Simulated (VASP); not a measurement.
Write the native input for VASP 6.6.1 that does the following.

```yaml
Task: relaxation of shape and atoms at fixed volume
Functional: PBE
Dispersion: D3(BJ)
Potentials_or_basis: VASP PAW PBE potentials, release 64 (C)
Cutoff: 600 eV
k_mesh: 18 × 18 × 2
Occupations: gaussian, width 0.1 eV
Spin: no spin polarisation
Dipole_correction: no
Further_INCAR_settings: ALGO = Normal; EDIFF = 1e-06; IBRION = 2; EDIFFG = -0.01; NSW = 50; ISIF = 4
```

The structure of C lies in POSCAR:

```
C
1.0
    2.4399845076      0.0000000000      0.0000000000
   -1.2199922538      2.1130885684      0.0000000000
    0.0000000000      0.0000000000     20.3979376863
C
12
Direct
    0.6666666667      0.3333333333      0.9519899859
    0.6666666667      0.3333333333      0.4520101788
    0.6666666667      0.3333333333      0.7793231513
    0.6666666667      0.3333333333      0.2793433441
    0.0000000000      0.0000000000      0.6156666650
    0.3333333333      0.6666666667      0.2793231513
    0.0000000000      0.0000000000      0.1156666650
    0.6666666667      0.3333333333      0.6156666650
    0.3333333333      0.6666666667      0.7793433441
    0.3333333333      0.6666666667      0.1156666650
    0.3333333333      0.6666666667      0.4519899859
    0.3333333333      0.6666666667      0.9520101788
```

This cell differs from its parent crystal: volume scaled by 0.97.

These files were run (other wordings do the same):

INCAR

```
SYSTEM = C
PREC = Accurate
ENCUT = 600
EDIFF = 1E-6
ISMEAR = 0
SIGMA = 0.1
LREAL = .False.
LASPH = .True.
NELM = 80
ALGO = Normal
ISIF = 4
LWAVE = .False.
LCHARG = .False.
GGA = PE
IVDW = 12
IBRION = 2
NSW = 50
EDIFFG = -0.01
```

KPOINTS

```
regular mesh
0
Gamma
  18 18 2
  0 0 0
```

Potentials or basis: VASP PAW PBE potentials, release 64 (C).

Launch:

```console
$ cat potpaw_PBE.64/C/POTCAR > POTCAR
$ mpirun -np 1 vasp_std > vasp.out
```

It gave:

```json
{"Energy gained by relaxing": "7.4 meV/atom", "Ionic steps": "3", "Pressure after relaxing": "0.8 GPa", "Band gap on the k mesh": "zero (filled and empty bands touch)", "Dispersion energy per atom": "-0.158 eV"}
```

Run time: 11 min on 1 thread of Oxide Virtual Turin-like Processor (shared host), peak memory 0.34 GiB.
